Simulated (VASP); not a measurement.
Input of a VASP 6.6.1 run:

File INCAR:

```
PREC = Accurate
ENCUT = 520
EDIFF = 1E-6
ISMEAR = -1
SIGMA = 0.05
LREAL = False
LASPH = True
NELM = 60
ALGO = Normal
ISIF = 2
LWAVE = False
LCHARG = False
GGA = PS
NBANDS = 25
```

KPOINTS

```
regular mesh
0
Gamma
  8 8 8
```

File POSCAR:

```
SiO2
1.0
   -2.4606638512      2.4606638512      3.6311357966
    2.4606638512     -2.4606638512      3.6311357966
    2.4606638512      2.4606638512     -3.6311357966
Si O
2 4
Direct
    0.7500000000      0.2500000000      0.5000000000
    0.0000000000      0.0000000000      0.0000000000
    0.8750000000      0.0282138700      0.6532138700
    0.7782138700      0.1250000000      0.1532138700
    0.9717861300      0.6250000000      0.8467861300
    0.3750000000      0.2217861300      0.3467861300
```

Potentials or basis: VASP PAW PBE potentials, release 64 (Si, O).

Run with:

```bash
$ cat potpaw_PBE.64/Si/POTCAR potpaw_PBE.64/O/POTCAR > POTCAR
$ mpirun -np 1 vasp_std > vasp.out
```

(1) Estimate the pressure.

(2) What does it give for the largest force?

## Answers

(1) 6.3 GPa.

(2) 0.403 eV/Å.

Caveat: the PAW data sets were made with another functional, which shifts forces and pressure a little.
